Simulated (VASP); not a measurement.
# MnO (P1) in VASP: single point with PBEsol

Aim: the single point of MnO with PBEsol.

All numbers are computed with VASP 6.6.1; they aren't measurements. Logs are shortened: lines on timing, memory, paths and dates and some standing lists are left out, and cuts for length are marked.

### 1 The cell of the first run

The typed cell holds 4 atoms: a = 3.155 Å, b = 4.397 Å, c = 3.097 Å, α = 90.00°, β = 90.00°, γ = 90.00°.

### 2 Single point, PBEsol, collinear spin, ferromagnetic start (atoms moved at random)

INCAR reads:

```
SYSTEM = MnO
ALGO = Normal
EDIFF = 1E-7
ENCUT = 520
GGA = PS
ISIF = 2
ISMEAR = -1
ISPIN = 2
LASPH = .True.
LCHARG = .False.
LMAXMIX = 4
LORBIT = 11
LREAL = .False.
LUSENCCL = .False.
LWAVE = .False.
MAGMOM = 4 4 0 0
NBANDS = 31
NELM = 150
PREC = Accurate
SIGMA = 0.05
```

KPOINTS reads:

```
k-points
0
Gamma
  8 6 9
  0 0 0
```

POSCAR reads:

```
MnO
1.0
    3.1546052866      0.0000000000      0.0000000000
    0.0000000000      4.3970589100      0.0000000000
    0.0000000000      0.0000000000      3.0965936558
Mn O
2 2
Direct
    0.4926670000      0.0058260000      0.7399190000
   -0.0108900000      0.5210170000      0.2602070000
    0.0024780000      0.0042680000      0.2358670000
    0.4898340000      0.4991850000      0.7703030000
```

Potentials or basis: VASP PAW PBE potentials, release 64 (Mn_pv, O).

The run is started by

```sh
> cat potpaw_PBE.64/Mn_pv/POTCAR potpaw_PBE.64/O/POTCAR > POTCAR
> mpirun -np 1 vasp_std > vasp.out
```

OUTCAR:

```text
SYSTEM = MnO
   EDIFF = 1E-7
   ENCUT = 520
   GGA = PS
   ISIF = 2
   ISMEAR = -1
   ISPIN = 2
   LASPH = .True.
   LORBIT = 11
   LREAL = .False.
   NELM = 150
   PREC = Accurate

 ion  position               nearest neighbor table
   1  0.493  0.006  0.740-   4 2.17   3 2.18   3 2.20   3 2.22   4 2.23   3 2.24   2 3.03   2 3.05
                             2 3.10   2 3.11   2 3.13   2 3.14
   2  0.989  0.521  0.260-   3 2.13   4 2.19   4 2.19   4 2.23   4 2.24   3 2.27   1 3.03   1 3.05
                             1 3.10   1 3.11   1 3.13   1 3.14
   3  0.002  0.004  0.236-   2 2.13   1 2.18   1 2.20   1 2.22   1 2.24   2 2.27
   4  0.490  0.499  0.770-   1 2.17   2 2.19   2 2.19   1 2.23   2 2.23   2 2.24

  LATTYP: Found a simple orthorhombic cell.
 ALAT       =     3.0965936558
 B/A-ratio  =     1.0187340146
 C/A-ratio  =     1.4199663885

  Lattice vectors:

 A1 = (   0.0000000000,   0.0000000000,   3.0965936558)
 A2 = (   3.1546052866,   0.0000000000,   0.0000000000)
 A3 = (   0.0000000000,   4.3970589100,   0.0000000000)

Analysis of symmetry for initial positions (statically):
=====================================================================
 Subroutine PRICEL returns:
 Original cell was already a primitive cell.

 Routine SETGRP: Setting up the symmetry group for a
 simple orthorhombic supercell.

 Subroutine GETGRP returns: Found  1 space group operations
 (whereof  1 operations were pure point group operations)
 out of a pool of  8 trial point group operations.

The static configuration has the point symmetry C_1 .

Analysis of symmetry for dynamics (positions and initial velocities):
=====================================================================
 Subroutine PRICEL returns:
 Original cell was already a primitive cell.

 Routine SETGRP: Setting up the symmetry group for a
 simple orthorhombic supercell.

 Subroutine GETGRP returns: Found  1 space group operations
 (whereof  1 operations were pure point group operations)
 out of a pool of  8 trial point group operations.

The dynamic configuration has the point symmetry C_1 .

Analysis of structural, dynamic, and magnetic symmetry:
=====================================================================
 Subroutine PRICEL returns:
 Original cell was already a primitive cell.

 Routine SETGRP: Setting up the symmetry group for a
 simple orthorhombic supercell.

 Subroutine GETGRP returns: Found  1 space group operations
 (whereof  1 operations were pure point group operations)
 out of a pool of  8 trial point group operations.

The overall configuration has the point symmetry C_1 .

 Subroutine INISYM returns: Found  1 space group operations
 (whereof  1 operations are pure point group operations),
 and found     1 'primitive' translations

----------------------------------------------------------------------------------------

                                     Primitive cell

  volume of cell :      42.9528

  direct lattice vectors                    reciprocal lattice vectors
     3.154605287  0.000000000  0.000000000     0.316996869  0.000000000  0.000000000
     0.000000000  4.397058910  0.000000000     0.000000000  0.227424745  0.000000000
     0.000000000  0.000000000  3.096593656     0.000000000  0.000000000  0.322935493

  length of vectors
     3.154605287  4.397058910  3.096593656     0.316996869  0.227424745  0.322935493

  position of ions in fractional coordinates (direct lattice)
     0.492667000  0.005826000  0.739919000
     0.989110000  0.521017000  0.260207000
     0.002478000  0.004268000  0.235867000
     0.489834000  0.499185000  0.770303000

  ion indices of the primitive-cell ions
   primitive index   ion index
                 1           1
                 2           2
                 3           3
                 4           4

----------------------------------------------------------------------------------------

 KPOINTS: k-points

Automatic generation of k-mesh.
 Grid dimensions read from file:
 generate k-points for:    8    6    9

 Generating k-lattice:

  Cartesian coordinates                     Fractional coordinates (reciprocal lattice)
     0.039624609  0.000000000  0.000000000     0.125000000  0.000000000  0.000000000
     0.000000000  0.037904124  0.000000000     0.000000000  0.166666667  0.000000000
     0.000000000  0.000000000  0.035881721     0.000000000  0.000000000  0.111111111

  Length of vectors
     0.039624609  0.037904124  0.035881721

  Shift w.r.t. Gamma in fractional coordinates (k-lattice)
     0.000000000  0.000000000  0.000000000

 Subroutine IBZKPT returns following result:
 ===========================================

 Found    218 irreducible k-points:

 Following reciprocal coordinates:
            Coordinates               Weight
  0.000000  0.000000  0.000000      1.000000
  0.125000  0.000000  0.000000      2.000000
  0.250000  0.000000  0.000000      2.000000
  0.375000  0.000000  0.000000      2.000000
  0.500000  0.000000  0.000000      1.000000
  0.000000  0.166667  0.000000      2.000000
[... 16 lines left out ...]
  0.125000  0.500000  0.000000      2.000000
  0.250000  0.500000  0.000000      2.000000
 [... further k-points ...]
   k-points           NKPTS =    218   k-points in BZ     NKDIM =    218   number of bands    NBANDS=     31
   number of dos      NEDOS =    301   number of ions     NIONS =      4
   total plane-waves  NPLWV =  20736
   dimension x,y,z NGX =    24 NGY =   36 NGZ =   24
   dimension x,y,z NGXF=    48 NGYF=   72 NGZF=   48
   ions per type =               2   2
   NGX,Y,Z   is equivalent  to a cutoff of  12.65, 13.61, 12.88 a.u.
   NGXF,Y,Z  is equivalent  to a cutoff of  25.30, 27.22, 25.77 a.u.
 SYSTEM =  MnO
   PREC   = accura    normal or accurate (medium, high low for compatibility)
   ISTART =      0    job   : 0-new  1-cont  2-samecut
   ICHARG =      2    charge: 1-file 2-atom 10-const
   ISPIN  =      2    spin polarized calculation?
   LNONCOLLINEAR =      F non collinear calculations
   LSORBIT =      F    spin-orbit coupling
   LASPH  =      T    aspherical Exc in radial PAW
   ENCUT  =  520.0 eV  38.22 Ry    6.18 a.u.   5.87  8.18  5.76*2*pi/ulx,y,z
   NELM   =    150;   NELMIN=  2; NELMDL= -5     # of ELM steps
   EDIFF  = 0.1E-06   stopping-criterion for ELM
   LREAL  =      F    real-space projection
   EDIFFG = 0.1E-05   stopping-criterion for IOM
   NSW    =      0    number of steps for IOM
   IBRION =     -1    ionic relax: 0-MD 1-quasi-New 2-CG
   NFREE  =      0    steps in history (QN), initial steepest desc. (CG)
   ISIF   =      2    stress and relaxation
   ISYM   =      2    0-nonsym 1-usesym 2-fastsym
   POTIM  = 0.5000    time-step for ionic-motion
   TEBEG  =    0.0;   TEEND  =   0.0 temperature during run
   PSTRESS=    0.0 pullay stress
   NELECT =      38.0000    total number of electrons
   NUPDOWN=      -1.0000    fix difference up-down
   EMIN   =  10.00;   EMAX   =-10.00  energy-range for DOS
   EFERMI =   0.00;   METHOD = LEGACY
   ISMEAR =    -1;   SIGMA  =   0.05  broadening in eV -4-tet -1-fermi 0-gaus
   EFERMI_NEDOS =   21; number of points for ismear=-14 and -15
   IALGO  =     38    algorithm
   IMIX   =      4    mixing-type and parameters
     AMIX     =   0.40;   BMIX     =  1.00
     AMIX_MAG =   1.60;   BMIX_MAG =  1.00
  volume/ion in A,a.u.               =      10.74        72.46
  Fermi-wavevector in a.u.,A,eV,Ry     =   1.571589  2.969872 33.604901  2.469891
  Thomas-Fermi vector in A             =   2.673150
   LORBIT       =     11    0 simple, 1 ext, 2 COOP (PROOUT), +10 PAW based schemes
   GGA     = PS    functional components
   LHFCALC =     F    Hartree Fock is set to
   AEXX    =    0.0000 exact exchange contribution
   IVDW    =     0    specifies the selected vdW correction
   LEPSILON=     F    determine dielectric tensor
   LRPA    =     F    only Hartree local field effects (RPA)
 spin polarized calculation
  energy-cutoff  :      520.00
  volume of cell :       42.95
 maximum number of plane-waves:      1172
   NGX = 11   NGY = 17   NGZ = 11

 number of electron      38.0000028 magnetization       9.3759229

 Free energy of the ion-electron system (eV)
  ---------------------------------------------------
  ext. energy  EPLUGINS =         0.00000000
  ---------------------------------------------------
  free energy    TOTEN  =       -34.43410533 eV

  energy without entropy =      -34.41929961  energy(sigma->0) =      -34.42670247

 E-fermi :   7.6514     XC(G=0): -12.2359

 val. band max:        7.6507572833   @ k =   0.2500  -0.1667  -0.4444
 cond. band min:       7.6522282210   @ k =   0.1250  -0.3333  -0.4444
 fundamental gap:      0.0014709377
 Fermi energy:         7.6513742317

 spin component 1

 k-point     1 :       0.0000    0.0000    0.0000
  band No.  band energies     occupation
      1     -42.5749      1.00000
      2     -42.5352      1.00000
      3     -42.5324      1.00000
      4     -42.5086      1.00000
      5     -42.5056      1.00000
      6     -42.5025      1.00000
[... 23 lines left out ...]
     30      21.4720      0.00000
     31      21.5747      0.00000
[... 751 lines left out ...]
      1     -42.5617      1.00000
      2     -42.5598      1.00000
      3     -42.5243      1.00000
      4     -42.5161      1.00000
      5     -42.5149      1.00000
      6     -42.5116      1.00000
[... 23 lines left out ...]
     30      19.6599      0.00000
     31      20.6803      0.00000

 [... further k-points ...]

 spin component 2

 k-point     1 :       0.0000    0.0000    0.0000
  band No.  band energies     occupation
      1     -38.0578      1.00000
      2     -38.0027      1.00000
      3     -37.9964      1.00000
      4     -37.9753      1.00000
      5     -37.9670      1.00000
      6     -37.9597      1.00000
[... 23 lines left out ...]
     30      22.5947      0.00000
     31      22.9692      0.00000
[... 751 lines left out ...]
      1     -38.0400      1.00000
      2     -38.0365      1.00000
      3     -37.9890      1.00000
      4     -37.9800      1.00000
      5     -37.9773      1.00000
      6     -37.9741      1.00000
[... 23 lines left out ...]
     30      21.2419      0.00000
     31      22.1388      0.00000

 [... further k-points ...]
[... 5 lines left out ...]
  --------------------------------------------------------------------------------------
  -------------------------------------------------------------------------------------
  Total       -1.5635156     -1.1105451     -0.9934027      0.0106582      0.0149052      0.0026363
  in kB      -58.3205056    -41.4243062    -37.0547936      0.3975606      0.5559773      0.0983344
  external PRESSURE =     -45.5998685 kB  Pullay stress =       0.0000000 kB

 VOLUME and BASIS-vectors are now :
 -----------------------------------------------------------------------------
  energy-cutoff  :      520.00
  volume of cell :       42.95
      direct lattice vectors                 reciprocal lattice vectors
     3.154605287  0.000000000  0.000000000     0.316996869  0.000000000  0.000000000
     0.000000000  4.397058910  0.000000000     0.000000000  0.227424745  0.000000000
     0.000000000  0.000000000  3.096593656     0.000000000  0.000000000  0.322935493

 POSITION                                       TOTAL-FORCE (eV/Angst)
 -----------------------------------------------------------------------------------
      1.55417      0.02562      2.29123         0.078831      0.088461      0.113008
      3.12025      2.29094      0.80576         0.053787     -0.535696     -0.041015
      0.00782      0.01877      0.73038        -0.176060      0.182968      0.203272
      1.54523      2.19495      2.38532         0.043442      0.264266     -0.275265
 -----------------------------------------------------------------------------------
    total drift:                                0.000078      0.000367     -0.000054

  FREE ENERGIE OF THE ION-ELECTRON SYSTEM (eV)
  ---------------------------------------------------
  free  energy   TOTEN  =       -34.4341053291 eV

  energy  without entropy=      -34.4192996090  energy(sigma->0) =      -34.42670247

 total charge

# of ion       s       p       d       tot
------------------------------------------
    1        0.210   6.188   4.987  11.385
    2        0.211   6.189   4.988  11.388
    3        1.557   3.400   0.000   4.957
    4        1.557   3.398   0.000   4.955
--------------------------------------------------
tot          3.534  19.175   9.975  32.685

 magnetization (x)

# of ion       s       p       d       tot
------------------------------------------
    1        0.033   0.027   4.197   4.256
    2        0.033   0.027   4.198   4.257
    3        0.030   0.164   0.000   0.194
    4        0.030   0.165   0.000   0.195
--------------------------------------------------
tot          0.126   0.382   8.394   8.903
```

It took 6.8 min on 1 × NVIDIA H100 80GB with 1 thread of AMD EPYC 7R13 (Zen 3), shared host; peak memory 1.6 GiB.

Results:

```
Free energy                                           : -34.4341 eV
Pressure                                              : -4.6 GPa
Largest force                                         : 0.540 eV/Å
Net moment                                            : 9.38 μB per cell
Site moments                                          : Mn +4.26; O +0.19, +0.20 μB
Valence electrons inside the program's atomic spheres : Mn 11.38, 11.39; O 4.96
```

Forces in eV/Å, atoms in the order of the input:
```
Mn   0.079  0.088  0.113
Mn   0.054 -0.536 -0.041
O   -0.176  0.183  0.203
O    0.043  0.264 -0.275
```

Caveat: the cell differs from its parent crystal (atoms moved at random); the PAW data sets were made with another functional, which shifts forces and pressure a little; semilocal functionals often make such compounds metallic where correlation or magnetic order opens a gap, which also shifts bond lengths; only a ferromagnetic start was run, and an antiferromagnetic order may lie lower in energy.
